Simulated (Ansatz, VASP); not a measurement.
AlN: VASP beside Ansatz

The input INCAR:

```
SYSTEM = AlN
ALGO = Normal
EDIFF = 1E-6
ENCUT = 520
GGA = RE
ISIF = 2
ISMEAR = 0
LASPH = .TRUE.
LCHARG = .FALSE.
LREAL = .FALSE.
LWAVE = .FALSE.
NBANDS = 16
NELM = 80
PREC = Accurate
SIGMA = 0.05
```

Contents of KPOINTS:

```
k-points
0
G
  10 10 6
  0 0 0
```

POSCAR

```
AlN
1.0
    3.1336164949      0.0000000000      0.0000000000
   -1.5668082474      2.7137914903      0.0000000000
    0.0000000000      0.0000000000      5.0139877163
Al N
2 2
Direct
    0.6669120000      0.3362360000      0.4998430000
    0.3268940000      0.6678470000     -0.0018600000
    0.6696610000      0.3331100000      0.8779580000
    0.3369420000      0.6692960000      0.3828520000
```

input.yaml

```yaml
crystal:
  lattice:
    - [3.1336164949, 0.0, 0.0]
    - [-1.5668082474, 2.7137914903, 0.0]
    - [0.0, 0.0, 5.0139877163]
  atoms:
    - { symbol: Al, position: [0.666912, 0.336236, 0.499843] }
    - { symbol: Al, position: [0.326894, 0.667847, -0.00186] }
    - { symbol: "N", position: [0.669661, 0.33311, 0.877958] }
    - { symbol: "N", position: [0.336942, 0.669296, 0.382852] }
hamiltonian:
  xc: revpbe
  pseudopotentials: { kind: paw }
kpoints:
  mp_grid: { grid: [10, 10, 6] }
scf:
  occupations: { method: gaussian, width: 0.05 }
output:
  forces: true
  stress: true
  eigenvalues: true
```

Alike in both runs: task single point; functional revPBE; k mesh 10 × 10 × 6; occupations gaussian, width 0.05 eV; no spin polarisation.

```csv
,VASP,Ansatz
version,VASP 6.6.1,Ansatz 0.2.0
potentials or method,"VASP PAW PBE potentials, release 64 (Al, N)",Ansatz PAW
plane-wave cutoff (eV),520,420
valence electrons in the cell,16,16
```

Ansatz gave:

```
gap on the k mesh at the Fermi level (eV)                     : 4.04
least direct gap on the mesh (eV)                             : 4.04
pressure (GPa)                                                : 2.5
traceless stress, the component that is largest in VASP (GPa) : 0.78
rms of the force components (eV/Å)                            : 0.237
```

Task: Estimate VASP's values.

Result: gap on the k mesh at the Fermi level (eV): 4.06; least direct gap on the mesh (eV): 4.06; pressure (GPa): 1.9; traceless stress, the component that is largest in VASP (GPa): 0.77; rms of the force components (eV/Å): 0.236.

VASP's potentials were made for PBE, not for revPBE. Atom by atom the forces differ by 0.001 eV/Å (rms over components).
